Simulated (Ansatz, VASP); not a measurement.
**One calculation of NaY, two programs**

File INCAR:

```
PREC = Accurate ; ENCUT = 600
EDIFF = 1E-7 ; ISMEAR = 0
SIGMA = 0.1 ; LREAL = False
LASPH = True ; NELM = 100
ALGO = Normal ; ISIF = 3
LWAVE = False ; LCHARG = False
GGA = PE ; IBRION = 2
NSW = 100 ; EDIFFG = -0.01
```

The input KPOINTS:

```
Automatic mesh
0
Gamma
  16 16 16
```

Contents of POSCAR:

```
NaY
1.0
    0.0000000000      3.2096450646      3.2096450646
    3.2096450646      0.0000000000      3.2096450646
    3.2096450646      3.2096450646      0.0000000000
Na Y
1 1
Direct
    0.5000000000      0.5000000000      0.5000000000
    0.0000000000      0.0000000000      0.0000000000
```

Input for Ansatz:

```yaml
crystal:
  lattice:
    - [0.0, 3.2096450646, 3.2096450646]
    - [3.2096450646, 0.0, 3.2096450646]
    - [3.2096450646, 3.2096450646, 0.0]
  atoms:
    - { symbol: Na, position: [0.5, 0.5, 0.5] }
    - { symbol: "Y", position: [0.0, 0.0, 0.0] }
basis:
  ecutwfc: 420
kpoints:
  mp_grid: { grid: [16, 16, 16] }
hamiltonian:
  xc: pbe
scf:
  occupations: { method: gaussian, width: 0.1 }
output:
  forces: true
  stress: true
  eigenvalues: true
relax:
  adjacent_minimum: "off"
  f_tol: 0.01
  max_steps: 80
  cell: { stress_tol: 0.05 }
```

Alike in both runs: task relaxation of cell and atoms; functional PBE; k mesh 16 × 16 × 16; occupations gaussian, width 0.1 eV; no spin polarisation.

|  | VASP | Ansatz |
| --- | --- | --- |
| version | VASP 6.6.1 | Ansatz 0.2.0 |
| potentials or method | VASP PAW PBE potentials, release 64 (Na_pv, Y_sv), cutoff 600 eV | scalar-relativistic, plane waves, PAW |
| valence electrons in the cell | 18 | 20 |

|  | VASP | Ansatz | Ansatz less VASP |
| --- | --- | --- | --- |
| gap on the k mesh at the Fermi level, each at its own relaxed structure (eV) | none | none | - |
| relaxed volume (Å³/atom) | 33.18 | 33.17 | -0.005 |
| relaxed cell length with the largest relative difference (Å) | 4.544 | 4.544 | -0.0002 |

A gap of «none» marks a metal or a gap that the smearing closes. VASP's potentials hold 18 valence electrons a cell and Ansatz's 20, so a difference there can come from the potentials and not from the codes.
